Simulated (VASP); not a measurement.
# ZrS in VASP: a series of runs

ZrS is run at these levels: PBEsol; tasks: single point.

All numbers are computed with VASP 6.6.1; they aren't measurements. Logs are shortened: lines on timing, memory, paths and dates and some standing lists are left out, and cuts for length are marked.

**1. The cell of the first run**

The structure is cubic, space group Fm-3m (No. 225). The conventional cell has a = 5.203 Å, b = 5.203 Å, c = 5.203 Å, α = 90.00°, β = 90.00°, γ = 90.00°. Zr (site symmetry m-3m) has 6 S at 2.60 Å within 3.4 Å. Within 3.4 Å of S (site symmetry m-3m) lie 6 Zr at 2.60 Å.

**2. Single point, PBEsol (17.61 Å³/atom)**

Input file INCAR:

```
PREC = Accurate ; ENCUT = 520
EDIFF = 1E-6 ; ISMEAR = -1
SIGMA = 0.15 ; LREAL = F
LASPH = T ; NELM = 100
ALGO = Normal ; ISIF = 2
LWAVE = F ; LCHARG = F
GGA = PS ; NBANDS = 16
```

Input file KPOINTS:

```
regular mesh
0
Gamma
  14 14 14
```

Input file POSCAR:

```
ZrS
1.0
    0.0000000000      2.6017025757      2.6017025757
    2.6017025757      0.0000000000      2.6017025757
    2.6017025757      2.6017025757      0.0000000000
Zr S
1 1
Direct
    0.0000000000      0.0000000000      0.0000000000
    0.5000000000      0.5000000000      0.5000000000
```

Potentials or basis: VASP PAW PBE potentials, release 64 (Zr_sv, S).

Command:

```console
$ cat potpaw_PBE.64/Zr_sv/POTCAR potpaw_PBE.64/S/POTCAR > POTCAR
$ mpirun -np 1 vasp_std > vasp.out
```

OUTCAR:

```text
PREC = Accurate
   ENCUT = 520
   EDIFF = 1E-6
   ISMEAR = -1
   LREAL = F
   LASPH = T
   NELM = 100
   ISIF = 2
   GGA = PS

 ion  position               nearest neighbor table
   1  0.000  0.000  0.000-   2 2.60   2 2.60   2 2.60   2 2.60   2 2.60   2 2.60
   2  0.500  0.500  0.500-   1 2.60   1 2.60   1 2.60   1 2.60   1 2.60   1 2.60

  LATTYP: Found a face centered cubic cell.
 ALAT       =     5.2034051514

  Lattice vectors:

 A1 = (   0.0000000000,   2.6017025757,   2.6017025757)
 A2 = (   2.6017025757,   0.0000000000,   2.6017025757)
 A3 = (   2.6017025757,   2.6017025757,   0.0000000000)

Analysis of symmetry for initial positions (statically):
=====================================================================
 Subroutine PRICEL returns:
 Original cell was already a primitive cell.

 Routine SETGRP: Setting up the symmetry group for a
 face centered cubic supercell.

 Subroutine GETGRP returns: Found 48 space group operations
 (whereof 48 operations were pure point group operations)
 out of a pool of 48 trial point group operations.

The static configuration has the point symmetry O_h .

Analysis of symmetry for dynamics (positions and initial velocities):
=====================================================================
 Subroutine PRICEL returns:
 Original cell was already a primitive cell.

 Routine SETGRP: Setting up the symmetry group for a
 face centered cubic supercell.

 Subroutine GETGRP returns: Found 48 space group operations
 (whereof 48 operations were pure point group operations)
 out of a pool of 48 trial point group operations.

The dynamic configuration has the point symmetry O_h .

 Subroutine INISYM returns: Found 48 space group operations
 (whereof 48 operations are pure point group operations),
 and found     1 'primitive' translations

----------------------------------------------------------------------------------------

                                     Primitive cell

  volume of cell :      35.2211

  direct lattice vectors                    reciprocal lattice vectors
     0.000000000  2.601702576  2.601702576    -0.192181845  0.192181845  0.192181845
     2.601702576  0.000000000  2.601702576     0.192181845 -0.192181845  0.192181845
     2.601702576  2.601702576  0.000000000     0.192181845  0.192181845 -0.192181845

  length of vectors
     3.679363068  3.679363068  3.679363068     0.332868719  0.332868719  0.332868719

  position of ions in fractional coordinates (direct lattice)
     0.000000000  0.000000000  0.000000000
     0.500000000  0.500000000  0.500000000

  ion indices of the primitive-cell ions
   primitive index   ion index
                 1           1
                 2           2

----------------------------------------------------------------------------------------

 KPOINTS: regular mesh

Automatic generation of k-mesh.
 Grid dimensions read from file:
 generate k-points for:   14   14   14

 Generating k-lattice:

  Cartesian coordinates                     Fractional coordinates (reciprocal lattice)
    -0.013727275  0.013727275  0.013727275     0.071428571  0.000000000  0.000000000
     0.013727275 -0.013727275  0.013727275     0.000000000  0.071428571  0.000000000
     0.013727275  0.013727275 -0.013727275     0.000000000  0.000000000  0.071428571

  Length of vectors
     0.023776337  0.023776337  0.023776337

  Shift w.r.t. Gamma in fractional coordinates (k-lattice)
     0.000000000  0.000000000  0.000000000

 Subroutine IBZKPT returns following result:
 ===========================================

 Found    104 irreducible k-points:

 Following reciprocal coordinates:
            Coordinates               Weight
  0.000000  0.000000  0.000000      1.000000
  0.071429  0.000000  0.000000      8.000000
  0.142857  0.000000  0.000000      8.000000
  0.214286  0.000000  0.000000      8.000000
  0.285714  0.000000  0.000000      8.000000
  0.357143  0.000000  0.000000      8.000000
[... 16 lines left out ...]
  0.214286  0.142857  0.000000     24.000000
  0.285714  0.142857  0.000000     24.000000
 [... further k-points ...]
   k-points           NKPTS =    104   k-points in BZ     NKDIM =    104   number of bands    NBANDS=     16
   number of dos      NEDOS =    301   number of ions     NIONS =      2
   total plane-waves  NPLWV =  21952
   dimension x,y,z NGX =    28 NGY =   28 NGZ =   28
   dimension x,y,z NGXF=    56 NGYF=   56 NGZF=   56
   ions per type =               1   1
   NGX,Y,Z   is equivalent  to a cutoff of  12.65, 12.65, 12.65 a.u.
   NGXF,Y,Z  is equivalent  to a cutoff of  25.30, 25.30, 25.30 a.u.
 SYSTEM =  unknown system
   PREC   = accura    normal or accurate (medium, high low for compatibility)
   ISTART =      0    job   : 0-new  1-cont  2-samecut
   ICHARG =      2    charge: 1-file 2-atom 10-const
   ISPIN  =      1    spin polarized calculation?
   LNONCOLLINEAR =      F non collinear calculations
   LSORBIT =      F    spin-orbit coupling
   LASPH  =      T    aspherical Exc in radial PAW
   ENCUT  =  520.0 eV  38.22 Ry    6.18 a.u.   6.84  6.84  6.84*2*pi/ulx,y,z
   NELM   =    100;   NELMIN=  2; NELMDL= -5     # of ELM steps
   EDIFF  = 0.1E-05   stopping-criterion for ELM
   LREAL  =      F    real-space projection
   EDIFFG = 0.1E-04   stopping-criterion for IOM
   NSW    =      0    number of steps for IOM
   IBRION =     -1    ionic relax: 0-MD 1-quasi-New 2-CG
   NFREE  =      0    steps in history (QN), initial steepest desc. (CG)
   ISIF   =      2    stress and relaxation
   ISYM   =      2    0-nonsym 1-usesym 2-fastsym
   POTIM  = 0.5000    time-step for ionic-motion
   TEBEG  =    0.0;   TEEND  =   0.0 temperature during run
   PSTRESS=    0.0 pullay stress
   NELECT =      18.0000    total number of electrons
   NUPDOWN=      -1.0000    fix difference up-down
   EMIN   =  10.00;   EMAX   =-10.00  energy-range for DOS
   EFERMI =   0.00;   METHOD = LEGACY
   ISMEAR =    -1;   SIGMA  =   0.15  broadening in eV -4-tet -1-fermi 0-gaus
   EFERMI_NEDOS =   21; number of points for ismear=-14 and -15
   IALGO  =     38    algorithm
   IMIX   =      4    mixing-type and parameters
     AMIX     =   0.40;   BMIX     =  1.00
     AMIX_MAG =   1.60;   BMIX_MAG =  1.00
  volume/ion in A,a.u.               =      17.61       118.84
  Fermi-wavevector in a.u.,A,eV,Ry     =   1.308875  2.473414 23.308856  1.713153
  Thomas-Fermi vector in A             =   2.439512
   LORBIT       =      0    0 simple, 1 ext, 2 COOP (PROOUT), +10 PAW based schemes
   GGA     = PS    functional components
   LHFCALC =     F    Hartree Fock is set to
   AEXX    =    0.0000 exact exchange contribution
   IVDW    =     0    specifies the selected vdW correction
   LEPSILON=     F    determine dielectric tensor
   LRPA    =     F    only Hartree local field effects (RPA)
 non-spin polarized calculation
  energy-cutoff  :      520.00
  volume of cell :       35.22
 maximum number of plane-waves:       962
   NGX = 13   NGY = 13   NGZ = 13

 number of electron      17.9999999 magnetization

 Free energy of the ion-electron system (eV)
  ---------------------------------------------------
  ext. energy  EPLUGINS =         0.00000000
  ---------------------------------------------------
  free energy    TOTEN  =       -16.55331426 eV

  energy without entropy =      -16.45530882  energy(sigma->0) =      -16.50431154

 E-fermi :  10.9230     XC(G=0): -11.5887

 val. band max:       10.9087519920   @ k =   0.0714   0.0714   0.0000
 cond. band min:      10.9288016992   @ k =   0.2857   0.2857   0.0000
 fundamental gap:      0.0200497072
 Fermi energy:        10.9230358712

 k-point     1 :       0.0000    0.0000    0.0000
  band No.  band energies     occupation
      1     -38.8801      2.00000
      2     -16.8788      2.00000
      3     -16.8788      2.00000
      4     -16.8788      2.00000
      5      -5.0033      2.00000
      6       7.4193      2.00000
[... 8 lines left out ...]
     15      18.0646      0.00000
     16      23.5453      0.00000

 k-point     2 :       0.0714    0.0000    0.0000
  band No.  band energies     occupation
      1     -38.8786      2.00000
      2     -16.8992      2.00000
      3     -16.8805      2.00000
      4     -16.8805      2.00000
      5      -4.9341      2.00000
      6       7.0016      2.00000
[... 8 lines left out ...]
     15      18.2943      0.00000
     16      23.0581      0.00000

 k-point     3 :       0.1429    0.0000    0.0000
  band No.  band energies     occupation
      1     -38.8744      2.00000
      2     -16.9557      2.00000
      3     -16.8853      2.00000
      4     -16.8853      2.00000
      5      -4.7357      2.00000
      6       6.1168      2.00000
[... 8 lines left out ...]
     15      18.8557      0.00000
     16      22.1237      0.00000

 k-point     4 :       0.2143    0.0000    0.0000
  band No.  band energies     occupation
      1     -38.8684      2.00000
      2     -17.0358      2.00000
      3     -16.8922      2.00000
      4     -16.8922      2.00000
      5      -4.4347      2.00000
      6       5.1375      2.00000
[... 8 lines left out ...]
     15      19.1753      0.00000
     16      21.2683      0.00000
[... 324 lines left out ...]
 k-point    22 :       0.1429    0.1429    0.0000
  band No.  band energies     occupation
      1     -38.8725      2.00000
      2     -16.9504      2.00000
      3     -16.9017      2.00000
      4     -16.9017      2.00000
      5      -4.6769      2.00000
      6       5.4421      2.00000
[... 8 lines left out ...]
     15      19.1891      0.00000
     16      21.6776      0.00000

 k-point    23 :       0.2143    0.1429    0.0000
  band No.  band energies     occupation
      1     -38.8680      2.00000
      2     -17.0005      2.00000
      3     -16.9125      2.00000
      4     -16.9085      2.00000
      5      -4.4898      2.00000
      6       4.8906      2.00000
[... 8 lines left out ...]
     15      19.6407      0.00000
     16      20.8497      0.00000

 k-point    24 :       0.2857    0.1429    0.0000
  band No.  band energies     occupation
      1     -38.8622      2.00000
      2     -17.0704      2.00000
      3     -16.9224      2.00000
      4     -16.9159      2.00000
      5      -4.2311      2.00000
      6       4.3701      2.00000
[... 8 lines left out ...]
     15      19.2574      0.00000
     16      20.0460      0.00000

 [... further k-points ...]

------------------------ aborting loop because EDIFF is reached ----------------------------------------

  FORCE on cell =-STRESS in cart. coord.  units (eV):
  Direction    XX          YY          ZZ          XY          YZ          ZX
  --------------------------------------------------------------------------------------
  -------------------------------------------------------------------------------------
  Total       -0.5606405     -0.5606405     -0.5606405     -0.0000000     -0.0000000     -0.0000000
  in kB      -25.5030512    -25.5030512    -25.5030512     -0.0000000     -0.0000000     -0.0000000
  external PRESSURE =     -25.5030512 kB  Pullay stress =       0.0000000 kB

 VOLUME and BASIS-vectors are now :
 -----------------------------------------------------------------------------
  energy-cutoff  :      520.00
  volume of cell :       35.22
      direct lattice vectors                 reciprocal lattice vectors
     0.000000000  2.601702576  2.601702576    -0.192181845  0.192181845  0.192181845
     2.601702576  0.000000000  2.601702576     0.192181845 -0.192181845  0.192181845
     2.601702576  2.601702576  0.000000000     0.192181845  0.192181845 -0.192181845

 POSITION                                       TOTAL-FORCE (eV/Angst)
 -----------------------------------------------------------------------------------
      0.00000      0.00000      0.00000         0.000000      0.000000     -0.000000
      2.60170      2.60170      2.60170        -0.000000     -0.000000      0.000000
 -----------------------------------------------------------------------------------
    total drift:                                0.000000      0.000000      0.000000

  FREE ENERGIE OF THE ION-ELECTRON SYSTEM (eV)
  ---------------------------------------------------
  free  energy   TOTEN  =       -16.5533142593 eV

  energy  without entropy=      -16.4553088174  energy(sigma->0) =      -16.50431154
```

It took 47 s on 1 thread of Intel Xeon Platinum 8375C at 2.90GHz (Ice Lake), shared host; peak memory 0.2 GiB.

What came out:

| Item | Value |
| --- | --- |
| Free energy | -16.5533 eV |
| Pressure | -2.6 GPa |
| Band gap on the k mesh | zero (bands 9 and 10 overlap by 2.95 eV) |

Caveat: the PAW data sets were made with another functional, which shifts forces and pressure a little.

**3. Single point, PBEsol (uniaxial strain along a: -3.0 %, then relaxed in part)**

Input file INCAR:

```
  ALGO = Normal
  EDIFF = 1E-6
  ENCUT = 520
  GGA = PS
  ISIF = 2
  ISMEAR = 0
  LASPH = True
  LCHARG = True
  LELF = True
  LREAL = False
  LVHAR = True
  LWAVE = False
  NBANDS = 26
  NELM = 60
  PREC = Accurate
  SIGMA = 0.1
```

Input file KPOINTS:

```
k-points
0
Gamma
  14 14 10
```

Input file POSCAR:

```
ZrS
1.0
    2.5055830902      2.5055830902      0.0000000000
   -2.6463203779      2.6463203779      0.0000000000
    0.0000000000      0.0000000000      5.1655553550
Zr S
2 2
Direct
    0.0000000000      0.0000000000      0.0000000000
    0.5000000000      0.5000000000      0.5000000000
    0.5000000000      0.5000000000      0.0000000000
    0.0000000000      0.0000000000      0.5000000000
```

Potentials or basis: VASP PAW PBE potentials, release 64 (Zr_sv, S).

Command:

```console
$ cat potpaw_PBE.64/Zr_sv/POTCAR potpaw_PBE.64/S/POTCAR > POTCAR
$ mpirun -np 1 vasp_std > vasp.out
```

It took 3.9 min on 1 thread of Intel Xeon 6975P-C (Granite Rapids), shared host; peak memory 0.6 GiB.

The run converged. Its results:

- Free energy: -33.0103 eV
- Pressure: 1.2 GPa
- Band gap on the k mesh: zero (bands 18 and 19 overlap by 3.04 eV)

Stress tensor (GPa, compression positive):
```
1.63 1.36 0.00
1.36 1.63 0.00
0.00 0.00 0.21
```

Levels at points of the mesh, in eV from the Fermi level:
| k point | band 14 | band 15 | band 16 | band 17 | band 18 | band 19 | band 20 | band 21 | band 22 | band 23 |
| --- | --- | --- | --- | --- | --- | --- | --- | --- | --- | --- |
| (0.00, 0.00, 0.00) | -3.73 | -3.68 | -3.55 | -3.36 | -1.78 | -1.55 | -1.17 | -0.76 | -0.72 | 0.54 |
| (0.50, 0.00, 0.00) | -6.27 | -5.65 | -5.65 | 0.21 | 0.21 | 0.60 | 0.60 | 1.35 | 1.35 | 2.31 |
| (0.00, 0.50, 0.00) | -5.80 | -5.71 | -5.71 | 0.53 | 0.53 | 0.97 | 0.97 | 1.00 | 1.00 | 1.45 |
| (0.50, 0.50, 0.00) | -4.50 | -4.50 | -4.50 | -3.73 | -3.73 | 0.49 | 0.49 | 2.31 | 2.31 | 2.54 |
| (0.00, 0.00, 0.50) | -4.62 | -4.19 | -4.19 | -2.82 | -2.82 | -0.15 | -0.15 | 1.16 | 1.16 | 1.55 |
| (0.50, 0.00, 0.50) | -6.45 | -6.19 | -6.19 | 1.47 | 1.47 | 1.61 | 1.61 | 1.83 | 1.83 | 2.33 |
| (0.00, 0.50, 0.50) | -6.19 | -5.89 | -5.89 | 1.14 | 1.14 | 1.70 | 1.70 | 1.98 | 1.98 | 2.02 |
| (0.50, 0.50, 0.50) | -6.17 | -5.93 | -5.93 | -0.07 | -0.07 | 0.05 | 0.05 | 1.68 | 1.68 | 2.56 |

Caveat: the cell differs from its parent crystal (uniaxial strain along a: -3.0 %, then relaxed in part); the PAW data sets were made with another functional, which shifts forces and pressure a little.

**4. Single point, PBEsol (uniaxial strain along a: -1.0 %)**

Input file INCAR:

```
ALGO     = Normal         # electronic algorithm
EDIFF    = 1E-6           # SCF threshold, eV
ENCUT    = 520            # plane-wave cutoff, eV
GGA      = PS             # functional
ISIF     = 2              # what is computed and relaxed
ISMEAR   = 0              # smearing method
LASPH    = T              # aspherical terms in the spheres
LCHARG   = F              # write CHGCAR
LREAL    = F              # projectors in reciprocal space
LWAVE    = F              # write WAVECAR
NBANDS   = 26             # bands
NELM     = 80             # most SCF steps
PREC     = Accurate       # precision mode
SIGMA    = 0.1            # smearing width, eV
```

KPOINTS is that of step 3.

Input file POSCAR:

```
ZrS
1.0
    2.5572445972      2.5572445972      0.0000000000
   -2.5895330391      2.5895330391      0.0000000000
    0.0000000000      0.0000000000      5.1790660781
Zr S
2 2
Direct
    0.0000000000      0.0000000000      0.0000000000
    0.5000000000      0.5000000000      0.5000000000
    0.5000000000      0.5000000000      0.0000000000
    0.0000000000      0.0000000000      0.5000000000
```

Command:

```console
$ cat potpaw_PBE.64/Zr_sv/POTCAR potpaw_PBE.64/S/POTCAR > POTCAR
$ mpirun -np 1 vasp_std > vasp.out
```

Run time: 4 min. Hardware: 1 thread of Intel Xeon 6975P-C (Granite Rapids), shared host; peak memory 0.61 GiB.

Results (log left out):

| Item | Value |
| --- | --- |
| Free energy | -33.0235 eV |
| Pressure | 1.0 GPa |
| Band gap on the k mesh | zero (bands 18 and 19 overlap by 3.08 eV) |

Stress tensor (GPa, compression positive):
```
 1.74  0.27  0.00
 0.27  1.74  0.00
 0.00  0.00 -0.59
```

Levels at points of the mesh, in eV from the Fermi level:
```csv
k point,band 15,band 16,band 17,band 18,band 19,band 20,band 21,band 22
"(0.00, 0.00, 0.00)",-3.57,-3.55,-3.49,-1.55,-1.54,-1.40,-0.78,-0.75
"(0.50, 0.00, 0.00)",-5.73,-5.73,0.34,0.34,0.77,0.77,1.26,1.26
"(0.00, 0.50, 0.00)",-5.76,-5.76,0.41,0.41,0.85,0.85,1.20,1.20
"(0.50, 0.50, 0.00)",-4.51,-4.51,-3.73,-3.73,0.53,0.53,2.53,2.53
"(0.00, 0.00, 0.50)",-4.36,-4.36,-2.83,-2.83,-0.18,-0.18,1.28,1.28
"(0.50, 0.00, 0.50)",-6.19,-6.19,1.54,1.54,1.64,1.64,1.89,1.89
"(0.00, 0.50, 0.50)",-6.13,-6.13,1.51,1.51,1.59,1.59,1.93,1.93
"(0.50, 0.50, 0.50)",-6.01,-6.01,-0.05,-0.05,-0.02,-0.02,1.91,1.91
```

Caveat: the cell differs from its parent crystal (uniaxial strain along a: -1.0 %); the PAW data sets were made with another functional, which shifts forces and pressure a little.

**5. The runs side by side**

```csv
cell,k mesh,smearing,gap on the mesh (eV),pressure (GPa)
"a = 3.679 Å, angles 60.0°, 2 atoms, atomic positions A",14 × 14 × 14,fermi-dirac 0.15 eV,none,-2.6
"a = 3.543, b = 3.742, c = 5.166 Å, 4 atoms, atomic positions B",14 × 14 × 10,gaussian 0.1 eV,none,1.2
"a = 3.616, b = 3.662, c = 5.179 Å, 4 atoms, atomic positions B",14 × 14 × 10,gaussian 0.1 eV,none,1.0
```

Alike in all rows: task single point; level PBEsol; potentials or basis VASP PAW PBE potentials, release 64 (Zr_sv, S); no spin polarisation; cutoff (eV) 520.

Caveats: the PAW data sets were made with another functional, which shifts forces and pressure a little.

Absolute energies hang on the potentials; compare differences alone.
